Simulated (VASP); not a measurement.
# H7C4N in VASP: further runs, part 2 of 2

VASP 6.6.1.

## 3. Single point, PBE+D3(BJ)

Contents of INCAR:

```
SYSTEM = H7C4N
  PREC = Accurate
  ENCUT = 520
  EDIFF = 1E-6
  ISMEAR = -1
  SIGMA = 0.05
  LREAL = Auto
  LASPH = .True.
  NELM = 100
  ALGO = Normal
  ISIF = 2
  LWAVE = .False.
  LCHARG = .False.
  GGA = PE
  IVDW = 12
  NBANDS = 66
```

Contents of KPOINTS:

```
regular mesh
0
Gamma
  1 1 1
  0 0 0
```

Contents of POSCAR:

```
H7C4N
1.0
    7.9738730000      0.0000000000      0.0000000000
    0.0000000000      7.9738730000      0.0000000000
    0.0000000000      0.0000000000      7.9738730000
C H N
12 21 3
Direct
    0.2072393177      0.6261574520      0.7723975539
    0.2718377882      0.7788059830      0.7556052122
    0.8105220637      0.7098432594      0.0644354381
    0.9100972639      0.8129424685      0.1517330411
    0.5923846542      0.1411359323      1.1077051265
    0.6922608374      0.2597733874      1.0454643559
    0.3427569012      0.1392798706      0.4313963867
    0.2735558994      0.1871737862      0.5945291579
    0.4359236722      0.6415452065      0.2343528672
    0.2850935800      0.5401139446      0.2382781868
    0.9147123362      0.9373738458      0.6328167002
    0.7537115276      0.8822563389      0.5745012493
    0.0874982584      0.6059038061      0.8444704349
    0.2686147622      0.5136901478      0.7348875509
    0.2199683893      0.9013311348      0.7844368728
    0.3811447712      0.7835590058      0.6686462150
    0.8098699340      0.5723191227      0.0649496173
    0.7103448976      0.7611357743     -0.0263485511
    1.0071768136      0.7708424752      0.2395824463
    0.8975437657      0.9579284747      0.1392422478
    0.6400653735      0.0290950207      1.1750876895
    0.4513615905      0.1552570501      1.0966816251
    0.8252953113      0.2619680549      1.0482735303
    0.6355130060      0.3755765862      0.9880016900
    0.2870374284      0.2064868603      0.3309558605
    0.4733333475      0.1516452544      0.4218025544
    0.3431958347      0.0055305621      0.4216018991
    0.5396875521      0.5540845709      0.2237306764
    0.4314214686      0.7397409013      0.1447853509
    0.4478250406      0.6968132048      0.3593736695
    1.0235929265      0.8640092462      0.5848475390
    0.9349910639      1.0680004560      0.5922090808
    0.9184495414      0.9310908263      0.7642459317
    0.2222132206      0.2300764008      0.7291814154
    0.1671960414      0.4566037106      0.2399586750
    0.6210407414      0.8402692142      0.5338810889
```

Potentials or basis: VASP PAW PBE potentials, release 64 (C, H, N).

Run with:

```
> cat potpaw_PBE.64/C/POTCAR potpaw_PBE.64/H/POTCAR potpaw_PBE.64/N/POTCAR > POTCAR
> mpirun -np 1 vasp_gam > vasp.out
```

OUTCAR:

```text
SYSTEM = H7C4N
   PREC = Accurate
   ENCUT = 520
   EDIFF = 1E-6
   ISMEAR = -1
   LREAL = Auto
   LASPH = .True.
   NELM = 100
   ISIF = 2
   GGA = PE
   IVDW = 12
 IVDW          = 12

 ion  position               nearest neighbor table
   1  0.207  0.626  0.772-  14 1.06  13 1.13   2 1.33
   2  0.272  0.779  0.756-  15 1.09  16 1.11   1 1.33
   3  0.811  0.710  0.064-  17 1.10  18 1.15   4 1.34
   4  0.910  0.813  0.152-  19 1.10  20 1.16   3 1.34
   5  0.592  0.141  0.108-  21 1.11  22 1.13   6 1.33
   6  0.692  0.260  0.045-  23 1.06  24 1.13   5 1.33
[... 333 lines left out ...]
  Total       3.43523    -0.56737    -2.38982     3.13855    -0.61492     1.44660
  in kB      10.85573    -1.79294    -7.55210     9.91818    -1.94321     4.57142
  external pressure =        0.50 kB  Pullay stress =        0.00 kB

 VOLUME and BASIS-vectors are now :
 -----------------------------------------------------------------------------
  energy-cutoff  :      520.00
  volume of cell :      507.00
      direct lattice vectors                 reciprocal lattice vectors
     7.973873000  0.000000000  0.000000000     0.125409572  0.000000000  0.000000000
     0.000000000  7.973873000  0.000000000     0.000000000  0.125409572  0.000000000
     0.000000000  0.000000000  7.973873000     0.000000000  0.000000000  0.125409572

 POSITION                                       TOTAL-FORCE (eV/Angst)
 -----------------------------------------------------------------------------------
      1.65250      4.99290      6.15900        -1.859934      0.614821      1.779183
      2.16760      6.21010      6.02510         1.226852     -0.210122     -1.896875
      6.46300      5.66020      0.51380        -1.129183      0.691513     -1.190460
      7.25700      6.48230      1.20990        -0.234468      1.554698     -0.209762
      4.72360      1.12540      0.85883        -0.962383     -0.208991      0.211642
      5.52000      2.07140      0.36253        -1.497352      1.102535     -0.443801
[... 28 lines left out ...]
      1.33320      3.64090      1.91340        -1.360429     -0.949714      0.087854
      4.95210      6.70020      4.25710        -0.802837     -0.230493     -0.408009
 -----------------------------------------------------------------------------------
    total drift:                                0.004172      0.002130     -0.007290

  FREE ENERGIE OF THE ION-ELECTRON SYSTEM (eV)
  ---------------------------------------------------
  free  energy   TOTEN  =      -206.9653466389 eV

  energy  without entropy=     -206.9653466389  energy(sigma->0) =     -206.96534664
```

stdout:

```text
POSCAR found type information on POSCAR C H N
 POSCAR found :  3 types and      36 ions
 scaLAPACK will be used
 LDA part: xc-table for (Slater+PW92), standard interpolation
 POSCAR, INCAR and KPOINTS ok, starting setup
 FFT: planning ... GRIDC
 FFT: planning ... GRID_SOFT
 FFT: planning ... GRID
 WAVECAR not read
 entering main loop
```

Run time: 49 s. Hardware: 1 thread of Intel Xeon Platinum 8488C (Sapphire Rapids), shared host; peak memory 0.47 GiB.

Results:

* Free energy: -206.9653 eV
* Pressure: 0.1 GPa
* Largest force: 3.341 eV/Å
* Band gap on the k mesh: 4.91 eV
* Dispersion energy per atom: -0.041 eV

Forces in eV/Å, atoms in the order of the input:
```
C   -1.860  0.615  1.779
C    1.227 -0.210 -1.897
C   -1.129  0.692 -1.190
C   -0.234  1.555 -0.210
C   -0.962 -0.209  0.212
C   -1.497  1.103 -0.444
C   -0.786 -0.336  1.520
C   -0.505  1.049  2.473
C   -0.666 -1.074  1.611
C    1.080  1.024 -0.460
C    0.612  0.402 -1.795
C    0.731  0.002  0.169
H    0.757  0.063 -0.444
H    0.436 -0.616 -0.493
H   -0.260 -0.091  0.499
H   -0.147  0.296  0.813
H    0.439  0.294  0.363
H    1.160 -0.342  1.037
H   -0.200 -0.140 -0.189
H    0.169 -1.950  0.096
H   -0.214  0.417 -0.397
H    1.231 -0.199  0.049
H    1.104 -0.271  0.200
H    0.294 -0.911  0.192
H   -0.803  0.357 -0.843
H    1.906  1.010  0.338
H   -0.864 -1.131 -0.328
H    0.515  0.076 -0.397
H    0.071  0.622 -1.053
H    0.212  0.241  0.128
H   -0.679  0.011  0.045
H   -0.044 -0.042  0.178
H    0.069  0.013  1.737
N    1.000 -1.138 -2.978
N   -1.360 -0.950  0.088
N   -0.803 -0.230 -0.408
```

Stress tensor (GPa, compression positive):
```
 1.09  0.99  0.46
 0.99 -0.18 -0.19
 0.46 -0.19 -0.76
```

Levels at points of the mesh, in eV from the valence-band top:
```csv
k point,band 38,band 39,band 40,band 41,band 42,band 43,band 44,band 45,band 46,band 47
"(0.00, 0.00, 0.00)",-1.38,-1.13,-0.44,-0.34,0.00,4.91,5.21,5.37,5.53,5.75
```

Caveat: the k points lie up to 0.79 Å⁻¹ apart.
